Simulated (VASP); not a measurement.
Input of a VASP 6.6.1 run:

INCAR

```
PREC = Accurate
ENCUT = 520
EDIFF = 1E-6
ISMEAR = 0
SIGMA = 0.05
LREAL = False
LASPH = True
NELM = 60
ALGO = Normal
ISIF = 2
LWAVE = False
LCHARG = False
GGA = CA
NBANDS = 13
```

File KPOINTS:

```
Automatic mesh
0
Gamma
  7 7 7
```

POSCAR

```
Sn
1.0
   -1.8911382700      1.8977927600      1.8732002100
    1.8971113000     -1.9215372200      1.9029177100
    1.8832449900      1.9136439400     -1.8969446700
Sn
1
Direct
    0.0000000000      0.0000000000      0.0000000000
```

Potentials or basis: VASP PAW LDA potentials, release 64 (Sn_d).

Command:

```sh
$ cat potpaw_LDA.64/Sn_d/POTCAR > POTCAR
$ mpirun -np 1 vasp_std > vasp.out
```

Problem. Predict the band gap on the k mesh.

Solution. Zero (band 7 reaches 15.49 eV, above the bottom of band 8 at 5.73 eV).

Problem. What does it give for the pressure?

Solution. -3.1 GPa.

Stress tensor (GPa, compression positive):
```
-3.17 -0.35  0.08
-0.35 -3.27 -0.61
 0.08 -0.61 -2.85
```

Caveat: spin-orbit coupling is left out, which moves the levels of the heavy elements.
